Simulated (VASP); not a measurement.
Wanted: the native input for a VASP 6.6.1 run.

```yaml
Task: single point
Functional: RPBE
Potentials_or_basis: VASP PAW PBE potentials, release 64 (Pd)
Cutoff: 520 eV
k_mesh: 12 × 12 × 12
Occupations: fermi-dirac, width 0.05 eV
Spin: no spin polarisation
Dipole_correction: no
Further_INCAR_settings: ALGO = Normal; EDIFF = 1e-07; NBANDS = 11
```

The structure of Pd lies in POSCAR:

```
Pd
1.0
   -1.5838005029      1.5838005029      1.5838005029
    1.5838005029     -1.5838005029      1.5838005029
    1.5838005029      1.5838005029     -1.5838005029
Pd
1
Direct
    0.0000000000      0.0000000000      0.0000000000
```

One way to write it, as run:

INCAR

```
  PREC = Accurate
  ENCUT = 520
  EDIFF = 1E-7
  ISMEAR = -1
  SIGMA = 0.05
  LREAL = F
  LASPH = T
  NELM = 60
  ALGO = Normal
  ISIF = 2
  LWAVE = F
  LCHARG = F
  GGA = RP
  NBANDS = 11
```

KPOINTS

```
regular mesh
0
Gamma
  12 12 12
```

Potentials or basis: VASP PAW PBE potentials, release 64 (Pd).

Launch:

```console
$ cat potpaw_PBE.64/Pd/POTCAR > POTCAR
$ mpirun -np 1 vasp_std > vasp.out
```

Results of the run:

```json
{
 "Pressure": "-0.3 GPa",
 "Band gap on the k mesh": "zero (band 5 reaches 9.21 eV, above the bottom of band 6 at 7.73 eV)"
}
```

Caveat: the PAW data sets were made with another functional, which shifts forces and pressure a little.

It took 5.9 s on 1 thread of Intel(R) Xeon(R) Platinum 8488C (Sapphire Rapids), with other jobs on the host, peak memory 0.13 GiB.
